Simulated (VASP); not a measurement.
Crystal: Si3N4.

```
Si N
1.0
     4.13078    0.00000    0.00000
     0.00000    4.13078    0.00000
     0.00000    0.00000    4.13078
Si N
3 4
Direct
  0.00000 0.00000 0.50000
  0.50000 0.00000 0.00000
  0.00000 0.50000 0.00000
  0.23952 0.23952 0.76048
  0.76048 0.76048 0.76048
  0.23952 0.76048 0.23952
  0.76048 0.23952 0.23952
```

```yaml
Program: VASP 6.6.1
Task: relaxation of cell and atoms
Functional: RPBE
Dispersion: D3(BJ)
Potentials_or_basis: VASP PAW PBE potentials, release 64 (Si, N)
Cutoff: 600 eV
k_mesh: 7 × 7 × 7
Occupations: fermi-dirac, width 0.05 eV
Spin: no spin polarisation
```

At the start: pressure -14.9 GPa; volume 10.07 Å³/atom.

Task: How do energy, volume and symmetry change on relaxing?

Result: Over 11 steps the energy falls by 37.0 meV/atom and the volume is 9.33 Å³/atom (-7.3 %); space group P-43m (No. 215, to 0.05 Å).

The path:
| step | energy change (eV) | largest force (eV/Å) | pressure (GPa) | volume (Å³) |
| --- | --- | --- | --- | --- |
| 1 | 0.0000 | 0.0565 | -14.92 | 70.48 |
| 2 | 0.1189 | 1.5127 | 23.89 | 61.34 |
| 3 | -0.2131 | 0.6356 | -0.15 | 66.22 |
| 4 | -0.2564 | 0.1381 | -0.28 | 65.59 |
| 5 | -0.2588 | 0.0127 | -0.29 | 65.39 |
| 6 | -0.2588 | 0.0008 | -0.30 | 65.41 |
| 7 | -0.2588 | 0.0233 | 0.34 | 65.26 |
| 8 | -0.2589 | 0.0119 | 0.02 | 65.34 |
| 9 | -0.2589 | 0.0113 | 0.01 | 65.34 |
| 10 | -0.2589 | 0.0109 | 0.00 | 65.34 |
| 11 | -0.2589 | 0.0030 | -0.01 | 65.33 |

Final structure:
```
Si N
1.0
     4.02755    0.00000    0.00000
     0.00000    4.02755    0.00000
     0.00000    0.00000    4.02755
Si N
3 4
Direct
  0.00000 0.00000 0.50000
  0.50000 0.00000 0.00000
  0.00000 0.50000 0.00000
  0.24475 0.24475 0.75525
  0.75525 0.75525 0.75525
  0.24475 0.75525 0.24475
  0.75525 0.24475 0.24475
```

Caveat: the PAW data sets were made with another functional, which shifts forces and pressure a little.
